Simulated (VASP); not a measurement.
## Ti: relaxation of cell and atoms with PBEsol

Crystal: Ti.

```
Ti
1.0
     2.95000    0.00000    0.00000
    -1.47500    2.55477    0.00000
     0.00000    0.00000    4.68000
Ti
2
Cartesian
  0.0000 1.7032 1.1700
  1.4750 0.8516 3.5100
```

```
Program                : VASP 6.6.1
Task                   : relaxation of cell and atoms
Functional             : PBEsol
Potentials or basis    : VASP PAW PBE potentials, release 64 (Ti_sv)
Cutoff                 : 600 eV
k mesh                 : 10 × 10 × 6
Occupations            : gaussian, width 0.05 eV
Spin                   : no spin polarisation
Dipole correction      : no
Further INCAR settings : ALGO = Normal; EDIFF = 1e-06; IBRION = 2; EDIFFG = -0.02; NSW = 80; ISIF = 3
```

```yaml
Relaxed_volume: 16.65 Å³/atom
Relaxed_cell: a = 2.904 Å, b = 2.904 Å, c = 4.562 Å, α = 90.00°, β = 90.00°, γ = 120.00°
Space_group_after_relaxing_to_0.1_Å: P6_3/mmc (No. 194)
Energy_gained_by_relaxing: 18.7 meV/atom
Ionic_steps: 6
Pressure_after_relaxing: 0.1 GPa
Band_gap_on_the_k_mesh: zero (bands 12 and 13 overlap by 0.99 eV)
```

Stress tensor (GPa, compression positive):
```
0.16 0.00 0.00
0.00 0.16 0.00
0.00 0.00 0.07
```

The path:
| step | energy change (eV) | largest force (eV/Å) | pressure (GPa) | volume (Å³) |
| --- | --- | --- | --- | --- |
| 1 | 0.0000 | 0.0000 | -5.87 | 35.27 |
| 2 | -0.0180 | 0.0000 | 4.87 | 32.07 |
| 3 | -0.0368 | 0.0000 | 0.00 | 33.36 |
| 4 | -0.0368 | 0.0000 | 0.11 | 33.32 |
| 5 | -0.0372 | 0.0000 | 0.11 | 33.31 |
| 6 | -0.0374 | 0.0000 | 0.13 | 33.31 |

Final structure:
```
CELL_PARAMETERS angstrom
2.90357 0.00000 0.00000
-1.45179 2.51456 0.00000
0.00000 0.00000 4.56160
ATOMIC_POSITIONS crystal
Ti 0.33333 0.66667 0.25000
Ti 0.66667 0.33333 0.75000
```

Levels at points of the mesh, in eV from the Fermi level:
| k point | band 9 | band 10 | band 11 | band 12 | band 13 | band 14 | band 15 | band 16 |
| --- | --- | --- | --- | --- | --- | --- | --- | --- |
| (0.00, 0.00, 0.00) | -6.30 | -2.79 | 0.79 | 0.79 | 0.98 | 0.98 | 1.34 | 1.34 |
| (0.50, 0.00, 0.00) | -2.41 | -2.29 | -1.95 | -0.60 | 0.44 | 0.70 | 1.28 | 3.52 |
| (0.00, 0.00, 0.50) | -4.37 | -4.37 | 0.13 | 0.13 | 0.68 | 0.68 | 0.68 | 0.68 |
| (0.50, 0.00, 0.50) | -2.66 | -2.66 | -0.84 | -0.84 | 1.45 | 1.45 | 1.79 | 1.79 |

It took 3.2 min on 1 thread of Intel Xeon 8259CL, with other jobs on the host, peak memory 0.18 GiB.

Caveat: the PAW data sets were made with another functional, which shifts forces and pressure a little.
